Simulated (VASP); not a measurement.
A run of VASP 6.6.1 is set up as follows.

The input INCAR:

```
PREC = Accurate
ENCUT = 520
EDIFF = 1E-6
ISMEAR = 0
SIGMA = 0.1
LREAL = False
LASPH = True
NELM = 60
ALGO = Normal
ISIF = 2
LWAVE = False
LCHARG = True
GGA = PE
LELF = True
LVHAR = True
NBANDS = 41
```

KPOINTS

```
regular mesh
0
Gamma
  3 3 3
```

File POSCAR:

```
Al5InAs6
1.0
    3.5430339000      2.0455716000      6.7260117000
   -3.5430339000      2.0455716000      6.7260117000
    0.0000000000     -4.0911431000      6.7260117000
Al In As
5 1 6
Direct
    0.1623570000      0.5039830000      0.8335050000
    0.5039830000      0.8335050000      0.1623570000
    0.8335050000      0.1623570000      0.5039830000
    0.0015000000      0.0015000000      0.0015000000
    0.6642740000      0.6642740000      0.6642740000
    0.3333760000      0.3333760000      0.3333760000
    0.0233080000      0.3798770000      0.7271950000
    0.3798770000      0.7271950000      0.0233080000
    0.7271950000      0.0233080000      0.3798770000
    0.8774910000      0.8774910000      0.8774910000
    0.2023990000      0.2023990000      0.2023990000
    0.5397360000      0.5397360000      0.5397360000
```

Potentials or basis: VASP PAW PBE potentials, release 64 (Al, In_d, As).

Launch:

```sh
$ cat potpaw_PBE.64/Al/POTCAR potpaw_PBE.64/In_d/POTCAR potpaw_PBE.64/As/POTCAR > POTCAR
$ mpirun -np 1 vasp_std > vasp.out
```

(1) Predict the pressure.

(2) What does it give for the largest force?

Answers

(1) 0.1 GPa.

(2) 0.005 eV/Å.
